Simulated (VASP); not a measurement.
Input of a VASP 6.6.1 run:

The input INCAR:

```
ALGO     = Normal         # electronic algorithm
EDIFF    = 1E-6           # SCF threshold, eV
ENCUT    = 500            # plane-wave cutoff, eV
GGA      = PE             # functional
GGA_COMPAT= False        
ISIF     = 2              # what is computed and relaxed
ISMEAR   = 0              # smearing method
LASPH    = True           # aspherical terms in the spheres
LCHARG   = False          # write CHGCAR
LREAL    = False          # projectors in reciprocal space
LWAVE    = False          # write WAVECAR
NBANDS   = 17             # bands
NELM     = 120            # most SCF steps
PREC     = Accurate       # precision mode
SIGMA    = 0.02           # smearing width, eV
```

Contents of KPOINTS:

```
k-points
0
Gamma
  8 8 8
```

Contents of POSCAR:

```
Na2S
1.0
    0.0000000000      3.3900140178      3.3900140178
    3.3900140178      0.0000000000      3.3900140178
    3.3900140178      3.3900140178      0.0000000000
Na S
2 1
Direct
    0.2500000000      0.2500000000      0.2500000000
    0.7500000000      0.7500000000      0.7500000000
    0.0000000000      0.0000000000      0.0000000000
```

Potentials or basis: VASP PAW PBE potentials, release 64 (Na_pv, S).

Command:

```bash
$ cat potpaw_PBE.64/Na_pv/POTCAR potpaw_PBE.64/S/POTCAR > POTCAR
$ mpirun -np 1 vasp_std > vasp.out
```

(1) What does it give for the pressure?

(2) What does it give for the band gap on the k mesh?

## Answers

(1) -2.2 GPa.

(2) 2.15 eV.
